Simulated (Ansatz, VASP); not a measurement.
## CoO: VASP beside Ansatz

```xyz
2
Lattice="0.0000 2.1222 2.1222 2.1222 0.0000 2.1222 2.1222 2.1222 0.0000" Properties=species:S:1:pos:R:3 pbc="T T T"
Co    0.0000    0.0000    0.0000
O     2.1222    2.1222    2.1222
```

Alike in both runs: task relaxation of cell and atoms; functional PBE; k mesh 18 × 18 × 18; occupations gaussian, width 0.1 eV; collinear spin.

|  | VASP | Ansatz |
| --- | --- | --- |
| version | VASP 6.6.1 | Ansatz 0.2.0 |
| potentials or method | VASP PAW PBE potentials, release 64 (Co, O), cutoff 600 eV | scalar-relativistic, plane waves, PAW |
| valence electrons in the cell | 15 | 23 |

|  | VASP | Ansatz | Ansatz less VASP |
| --- | --- | --- | --- |
| gap on the k mesh at the Fermi level, each at its own relaxed structure (eV) | none | none | - |
| net moment per atom (μB) | 1.43 | 1.46 | +0.031 |
| size of the moment on the site where the two differ most (μB) | 2.53 | 2.49 | -0.040 |
| relaxed volume (Å³/atom) | 9.52 | 9.58 | +0.061 |
| relaxed cell length with the largest relative difference (Å) | 2.997 | 3.004 | +0.0064 |

Site moments also hang on the region over which each program counts them. A gap of «none» marks a metal or a gap that the smearing closes. VASP's potentials hold 15 valence electrons a cell and Ansatz's 23, so a difference there can come from the potentials and not from the codes.
